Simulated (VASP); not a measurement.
A run of VASP 6.6.1:

Contents of POSCAR:

```
CdS
1.0
    0.0000000000      2.6582278552      2.6582278552
    2.6582278552      0.0000000000      2.6582278552
    2.6582278552      2.6582278552      0.0000000000
Cd S
1 1
Direct
    0.0000000000      0.0000000000      0.0000000000
    0.5000000000      0.5000000000      0.5000000000
```

The input INCAR.step1:

```
SYSTEM = CdS
PREC = Accurate
ENCUT = 520
ISMEAR = -1
SIGMA = 0.03
LREAL = .FALSE.
LASPH = .TRUE.
NELM = 80
NBANDS = 16
GGA = PE
ALGO = Normal
EDIFF = 1E-4
LWAVE = .TRUE.
LCHARG = .FALSE.
```

File INCAR.step2:

```
SYSTEM = CdS
PREC = Accurate
ENCUT = 520
EDIFF = 1E-8
ISMEAR = -1
SIGMA = 0.03
LREAL = .FALSE.
LASPH = .TRUE.
NELM = 80
ALGO = Normal
ISIF = 2
LWAVE = .FALSE.
LCHARG = .FALSE.
METAGGA = R2SCAN
LMIXTAU = .TRUE.
LEFG = .TRUE.
NBANDS = 16
ISTART = 1
```

File KPOINTS:

```
Automatic mesh
0
G
  9 9 9
  0 0 0
```

Potentials or basis: VASP PAW PBE potentials, release 64 (Cd, S).

The run is started by

```bash
$ cat potpaw_PBE.64/Cd/POTCAR potpaw_PBE.64/S/POTCAR > POTCAR
$ cp INCAR.step1 INCAR
$ mpirun -np 1 vasp_std > vasp.out
$ cp INCAR.step2 INCAR
$ mpirun -np 1 vasp_std > vasp.out
```

Hardware: 1 thread of Intel Xeon 8259CL (shared host).

Estimate the wall time of this run.

Run time: 120 s on 1 thread of Intel Xeon 8259CL, on a shared host, peak memory 0.18 GiB. Counts: k points 35.
